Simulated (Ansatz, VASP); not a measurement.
WS2: VASP beside Ansatz

```xyz
3
Lattice="1.5859 0.9156 6.2375 -1.5859 0.9156 6.2375 0.0000 -1.8312 6.2375" Properties=species:S:1:pos:R:3 pbc="T T T"
W     0.0000    0.0000   -0.0002
S     0.0000    0.0000    7.7993
S     0.0000    0.0000    4.6759
```

Alike in both runs: task single point; functional PBE; k mesh 6 × 6 × 6; no spin polarisation.

|  | VASP | Ansatz |
| --- | --- | --- |
| version | VASP 6.6.1 | Ansatz 0.2.0 |
| potentials or method | VASP PAW PBE potentials, release 64 (W_sv, S) | plane waves, PAW |
| plane-wave cutoff (eV) | 520 | 420 |
| occupations | gaussian, width 0.01 eV | fixed |
| valence electrons in the cell | 26 | 26 |

|  | VASP | Ansatz | Ansatz less VASP |
| --- | --- | --- | --- |
| gap on the k mesh at the Fermi level (eV) | 1.09 | 1.08 | -0.015 |
| pressure (GPa) | 3.2 | 3.3 | +0.04 |
| traceless stress, the component that is largest in VASP (GPa) | 0.92 | 0.92 | +0.002 |
| rms of the force components (eV/Å) | 0.095 | 0.094 | -0.0013 |

Atom by atom the forces differ by 0.001 eV/Å (rms over components).

Spin-orbit coupling is off throughout.
